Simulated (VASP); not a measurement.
A run of VASP 6.6.1 is set up as follows.

Contents of INCAR:

```
ALGO = Normal
EDIFF = 1E-6
EDIFFG = -0.01
ENCUT = 600
GGA = PE
IBRION = 2
ISIF = 3
ISMEAR = 0
LASPH = True
LCHARG = False
LREAL = False
LWAVE = False
NELM = 100
NSW = 100
PREC = Accurate
SIGMA = 0.1
```

The input KPOINTS:

```
k-points
0
Gamma
  6 6 14
```

Contents of POSCAR:

```
ZrSi2
1.0
    7.1415655669      0.0000000000      0.0000000000
    0.0000000000      7.1415655669      0.0000000000
    0.0000000000      0.0000000000      2.8249930337
Zr Si
2 4
Direct
    0.0000000000      0.0000000000      0.0000000000
    0.5000000000      0.5000000000      0.5000000000
    0.2660680207      0.2660680207      0.0000000000
    0.2339319793      0.7660680207      0.5000000000
    0.7339319793      0.7339319793      0.0000000000
    0.7660680207      0.2339319793      0.5000000000
```

Potentials or basis: VASP PAW PBE potentials, release 64 (Zr_sv, Si).

Command:

```console
$ cat potpaw_PBE.64/Zr_sv/POTCAR potpaw_PBE.64/Si/POTCAR > POTCAR
$ mpirun -np 1 vasp_std > vasp.out
```

Question: What does it give for the band gap on the k mesh?

Answer: Zero (bands 20 and 21 overlap by 1.59 eV).

Question: Estimate the space group after relaxing (to 0.1 Å).

Answer: P4_2/mnm (No. 136).

Question: Predict the relaxed volume.

Answer: 23.85 Å³/atom.

Stress tensor (GPa, compression positive):
```
-0.03  0.00  0.00
 0.00 -0.03  0.00
 0.00  0.00  0.05
```
